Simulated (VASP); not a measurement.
A run of VASP 6.6.1 is set up as follows.

Contents of INCAR:

```
SYSTEM = Er
ALGO = Normal
EDIFF = 1E-6
ENCUT = 600
GGA = PE
GGA_COMPAT = .FALSE.
ISIF = 2
ISMEAR = -1
LASPH = .TRUE.
LCHARG = .TRUE.
LELF = .TRUE.
LMAXMIX = 6
LREAL = .FALSE.
LVHAR = .TRUE.
LWAVE = .FALSE.
NBANDS = 17
NELM = 200
PREC = Accurate
SIGMA = 0.1
```

File KPOINTS:

```
k-points
0
G
  4 4 4
  0 0 0
```

Contents of POSCAR:

```
Er
1.0
    0.0000000000      2.4850000000      2.4850000000
    2.4850000000      0.0000000000      2.4850000000
    2.4850000000      2.4850000000      0.0000000000
Er
1
Direct
    0.0000000000      0.0000000000      0.0000000000
```

Potentials or basis: VASP PAW PBE potentials, release 64 (Er).

Run with:

```sh
$ cat potpaw_PBE.64/Er/POTCAR > POTCAR
$ mpirun -np 1 vasp_std > vasp.out
```

Question: What does it give for the pressure?

Answer: 2.7 GPa.

Question: Predict the band gap on the k mesh.

Answer: Zero (band 11 reaches 2.24 eV, above the bottom of band 12 at 2.16 eV).

Caveat: the k points lie up to 0.55 Å⁻¹ apart; spin-orbit coupling is left out, which moves the levels of the heavy elements. Spin polarisation is off, so any magnetic state and its effect on volume and gap are missing.
